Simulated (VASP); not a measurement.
# MgO: single point with PBE

The system is MgO.

```
Mg O
1.0
     0.00000    2.14421    2.07796
     2.14421    0.00000    2.07796
     2.14421    2.14421    0.00000
Mg O
1 1
Direct
  0.00000 0.00000 0.00000
  0.50000 0.50000 0.50000
```

This cell differs from its parent crystal: epitaxial xy strain +2.0%.

```
Program                : VASP 6.6.1
Task                   : single point
Functional             : PBE
Potentials or basis    : VASP PAW PBE potentials, release 64 (Mg, O)
Cutoff                 : 520 eV
k mesh                 : 6 × 6 × 6
Occupations            : gaussian, width 0.01 eV
Spin                   : no spin polarisation
Dipole correction      : no
Further INCAR settings : ALGO = Normal; EDIFF = 1e-06; NBANDS = 11
```

```json
{
  "Pressure": "0.6 GPa",
  "Band gap on the k mesh": "4.48 eV, direct"
}
```

Stress tensor (GPa, compression positive):
```
-1.44  0.00  0.00
 0.00 -1.44  0.00
 0.00  0.00  4.77
```

Levels at points of the mesh, in eV from the valence-band top:
```
           k point  band 1  band 2  band 3  band 4  band 5  band 6  band 7  band 8  band 9
(0.00, 0.00, 0.00)  -17.18   -0.08    0.00    0.00    4.48   15.55   15.55   15.87   19.52
(0.50, 0.00, 0.00)  -15.95   -4.54   -0.68   -0.63    7.72   12.32   15.72   16.43   20.52
(0.50, 0.50, 0.00)  -15.64   -3.94   -1.43   -1.43    8.86    9.69   13.12   18.37   18.37
(0.50, 0.00, 0.50)  -15.72   -4.05   -1.39   -1.20    9.19    9.72   12.70   18.44   19.04
```

Wall time 15 s on 1 thread of Intel Xeon 8259CL (shared host), peak memory 0.11 GiB.

Caveat: the k points lie up to 0.43 Å⁻¹ apart; the cell differs from its parent crystal (epitaxial xy strain +2.0%).
